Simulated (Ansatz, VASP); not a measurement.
Two plane-wave programs on SiO2

```
CELL_PARAMETERS angstrom
4.98900 0.00000 0.00000
0.00000 4.98900 0.00000
0.00000 0.00000 6.99100
ATOMIC_POSITIONS crystal
Si 0.30283 0.30283 0.00000
Si 0.19717 0.80283 0.25000
Si 0.69717 0.69717 0.50000
Si 0.80283 0.19717 0.75000
O 0.23773 0.11194 0.18260
O 0.38806 0.73773 0.43260
O 0.76227 0.88806 0.68260
O 0.61194 0.26227 0.93260
O 0.73773 0.38806 0.56740
O 0.88806 0.76227 0.31740
O 0.26227 0.61194 0.06740
O 0.11194 0.23773 0.81740
```

Alike in both runs: functional PBE; k mesh 4 × 4 × 3; occupations fermi-dirac, width 0.02 eV; no spin polarisation.

Ansatz relaxed the structure, and its values are those at the end. VASP's run is a single point on that final structure, the one shown.

|  | VASP | Ansatz |
| --- | --- | --- |
| version | VASP 6.6.1 | Ansatz 0.2.0 |
| potentials or method | VASP PAW PBE potentials, release 64 (Si, O) | plane-wave PAW, scalar-relativistic |
| plane-wave cutoff (eV) | 520 | 420 |
| valence electrons in the cell | 64 | 64 |

|  | VASP | Ansatz | Ansatz less VASP |
| --- | --- | --- | --- |
| gap on the k mesh at the Fermi level (eV) | 5.60 | 5.60 | 0.000 |
| pressure (GPa) | 1.1 | 0.9 | -0.11 |
| rms of the force components (eV/Å) | 0.010 | 0.003 | -0.0072 |

The functional is the same, so the differences come from potentials, cutoffs and numerics. Ansatz's warnings: stress scf threshold loose.
